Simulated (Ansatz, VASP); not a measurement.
Two plane-wave programs on CoSi

Contents of INCAR:

```
SYSTEM = CoSi
  PREC = Accurate
  ENCUT = 600
  EDIFF = 1E-6
  ISMEAR = 0
  SIGMA = 0.1
  LREAL = .False.
  LASPH = .True.
  NELM = 80
  ALGO = Normal
  ISIF = 3
  LWAVE = .False.
  LCHARG = .False.
  GGA = PE
  IVDW = 12
  IBRION = 2
  NSW = 70
  EDIFFG = -0.005
```

File KPOINTS:

```
Automatic mesh
0
Gamma
  8 8 8
  0 0 0
```

POSCAR

```
CoSi
1.0
    4.4308490772      0.0000000000      0.0000000000
    0.0000000000      4.4308490772      0.0000000000
    0.0000000000      0.0000000000      4.4308490772
Co Si
4 4
Direct
    0.1450189122      0.1450189122      0.1450189122
    0.3549810878      0.8549810878      0.6450189122
    0.6450189122      0.3549810878      0.8549810878
    0.8549810878      0.6450189122      0.3549810878
    0.8431597104      0.8431597104      0.8431597104
    0.6568402896      0.1568402896      0.3431597104
    0.3431597104      0.6568402896      0.1568402896
    0.1568402896      0.3431597104      0.6568402896
```

Input for Ansatz:

```yaml
crystal:
  lattice:
    - [4.4308490772, 0.0, 0.0]
    - [0.0, 4.4308490772, 0.0]
    - [0.0, 0.0, 4.4308490772]
  atoms:
    - { symbol: Co, position: [0.1450189122, 0.1450189122, 0.1450189122] }
    - { symbol: Co, position: [0.3549810878, 0.8549810878, 0.6450189122] }
    - { symbol: Co, position: [0.6450189122, 0.3549810878, 0.8549810878] }
    - { symbol: Co, position: [0.8549810878, 0.6450189122, 0.3549810878] }
    - { symbol: Si, position: [0.8431597104, 0.8431597104, 0.8431597104] }
    - { symbol: Si, position: [0.6568402896, 0.1568402896, 0.3431597104] }
    - { symbol: Si, position: [0.3431597104, 0.6568402896, 0.1568402896] }
    - { symbol: Si, position: [0.1568402896, 0.3431597104, 0.6568402896] }
basis:
  ecutwfc: 420
kpoints:
  mp_grid: { grid: [8, 8, 8] }
hamiltonian:
  xc: pbe
  dispersion: d3bj
scf:
  occupations: { method: gaussian, width: 0.1 }
output:
  forces: true
  stress: true
  eigenvalues: true
relax:
  adjacent_minimum: "off"
  f_tol: 0.005
  max_steps: 50
  cell: { stress_tol: 0.05 }
```

Alike in both runs: task relaxation of cell and atoms; functional PBE; dispersion D3(BJ); k mesh 8 × 8 × 8; occupations gaussian, width 0.1 eV; no spin polarisation.

|  | VASP | Ansatz |
| --- | --- | --- |
| version | VASP 6.6.1 | Ansatz 0.2.0 |
| potentials or method | VASP PAW PBE potentials, release 64 (Co, Si), cutoff 600 eV | scalar-relativistic, plane waves, PAW |
| valence electrons in the cell | 52 | 84 |

```tsv
	VASP	Ansatz	Ansatz less VASP
gap on the k mesh at the Fermi level, each at its own relaxed structure (eV)	none	none	-
relaxed volume (Å³/atom)	10.51	10.51	+0.003
relaxed length of the cell vector where the two differ most in proportion (Å)	4.381	4.381	+0.0005
```

A gap of «none» marks a metal or a gap that the smearing closes. VASP's potentials hold 52 valence electrons a cell and Ansatz's 84, so a difference there can come from the potentials and not from the codes.
